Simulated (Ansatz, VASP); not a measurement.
## W2O3F3 in VASP and in Ansatz

```
W F O
1.0
    -3.89799    0.00000    0.00000
     0.00000    3.95421    3.95421
     0.00000    3.92620   -3.92620
W F O
2 3 3
Direct
  0.00000 0.97161 0.00000
  0.00000 0.52962 0.50000
  0.00000 0.24842 0.75332
  0.00000 0.24842 0.24668
  0.50000 0.99285 0.00000
  0.00000 0.75169 0.24963
  0.00000 0.75169 0.75037
  0.50000 0.50570 0.50000
```

Alike in both runs: functional PBE; k mesh 6 × 4 × 4; occupations gaussian, width 0.1 eV; no spin polarisation.

Ansatz relaxed the structure, and its values are those at the end. VASP's run is a single point on that final structure, the one shown.

|  | VASP | Ansatz |
| --- | --- | --- |
| version | VASP 6.6.1 | Ansatz 0.2.0 |
| potentials or method | VASP PAW PBE potentials, release 64 (W_sv, F, O), cutoff 600 eV | scalar-relativistic, plane waves, PAW |
| valence electrons in the cell | 67 | 67 |

```csv
,VASP,Ansatz,Ansatz less VASP
gap on the k mesh at the Fermi level (eV),none,none,-
pressure (GPa),1.6,0.4,-1.22
rms of the force components (eV/Å),0.039,0.012,-0.0265
```

A gap of «none» marks a metal or a gap that the smearing closes. With one functional, cell and mesh, what is left measures potentials, basis and numerics.

Neither program's run includes spin-orbit coupling.
